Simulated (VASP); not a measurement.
Crystal: Tc.

```
Tc
1.0
     0.00000    1.95000    1.95000
     1.95000    0.00000    1.95000
     1.95000    1.95000    0.00000
Tc
1
Direct
  0.00000 0.00000 0.00000
```

| Property | Result |
| --- | --- |
| Program | VASP 6.6.1 |
| Task | relaxation of cell and atoms |
| Functional | PBE |
| Dispersion | D3(BJ) |
| Potentials or basis | VASP PAW PBE potentials, release 64 (Tc_pv) |
| Cutoff | 600 eV |
| k mesh | 12 × 12 × 12 |
| Occupations | fermi-dirac, width 0.05 eV |
| Spin | no spin polarisation |

At the start: pressure -13.6 GPa; volume 14.83 Å³/atom.

**Question.** Where does the relaxation end?

**Answer.** Over 7 steps the energy falls by 31.0 meV/atom and the volume is 14.13 Å³/atom (-4.7 %); space group Fm-3m (No. 225, to 0.05 Å).

Step by step:
```
step  energy change (eV)  largest force (eV/Å)  pressure (GPa)  volume (Å³)
   1              0.0000                0.0000          -13.63        14.83
   2              0.2786                0.0000           60.83        12.28
   3             -0.0309                0.0000           -0.86        14.17
   4             -0.0310                0.0000           -0.15        14.14
   5             -0.0310                0.0000            0.15        14.13
   6             -0.0309                0.0000           -0.33        14.15
   7             -0.0310                0.0000            0.03        14.13
```

Final structure:
```
Tc
1.0
     0.00000    1.91900    1.91900
     1.91900    0.00000    1.91900
     1.91900    1.91900    0.00000
Tc
1
Direct
  0.00000 0.00000 0.00000
```

Caveat: pairwise dispersion overbinds metals, which lowers pressure and volume.
